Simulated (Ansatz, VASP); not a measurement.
Mo: VASP beside Ansatz

Contents of INCAR:

```
PREC = Accurate
ENCUT = 520
EDIFF = 1E-7
ISMEAR = -1
SIGMA = 0.1
LREAL = F
LASPH = T
NELM = 80
ALGO = Normal
ISIF = 2
LWAVE = F
LCHARG = T
LELF = T
LVHAR = T
NBANDS = 13
```

The input KPOINTS:

```
Automatic mesh
0
Gamma
  20 20 20
```

The input POSCAR:

```
Mo
1.0
   -1.5565618036      1.5565618036      1.5565618036
    1.5565618036     -1.5565618036      1.5565618036
    1.5565618036      1.5565618036     -1.5565618036
Mo
1
Direct
    0.0000000000      0.0000000000      0.0000000000
```

Input for Ansatz:

```yaml
crystal:
  lattice:
    - [-1.5565618036, 1.5565618036, 1.5565618036]
    - [1.5565618036, -1.5565618036, 1.5565618036]
    - [1.5565618036, 1.5565618036, -1.5565618036]
  atoms:
    - { symbol: Mo, position: [0.0, 0.0, 0.0] }
hamiltonian:
  xc: lda
  pseudopotentials:
    kind: paw
    azcp:
      Mo: "pseudopotentials/Mo.paw.azcp"
basis:
  ecutwfc: 420
  fft_grid_basis: typed
kpoints:
  mp_grid: { grid: [20, 20, 20], shift: [0, 0, 0] }
magnetization:
  spin_polarized: false
scf:
  occupations: { method: fermi_dirac, width: 0.1 }
  lower_state_search: "off"
output:
  stress: true
```

Alike in both runs: task single point; functional LDA; k mesh 20 × 20 × 20; occupations fermi-dirac, width 0.1 eV; no spin polarisation.

|  | VASP | Ansatz |
| --- | --- | --- |
| version | VASP 6.6.1 | Ansatz 0.2.0 |
| potentials or method | VASP PAW LDA potentials, release 64 (Mo_sv), cutoff 520 eV | plane waves (420 eV) with PAW, scalar-relativistic |
| valence electrons in the cell | 14 | 14 |

```tsv
	VASP	Ansatz	Ansatz less VASP
pressure (GPa)	0.8	-0.4	-1.21
```

Ansatz warns that its potentials were made for another functional, while VASP's fit it. LDA's correlation is that of Perdew and Zunger in VASP and of Perdew and Wang (1992) in Ansatz.
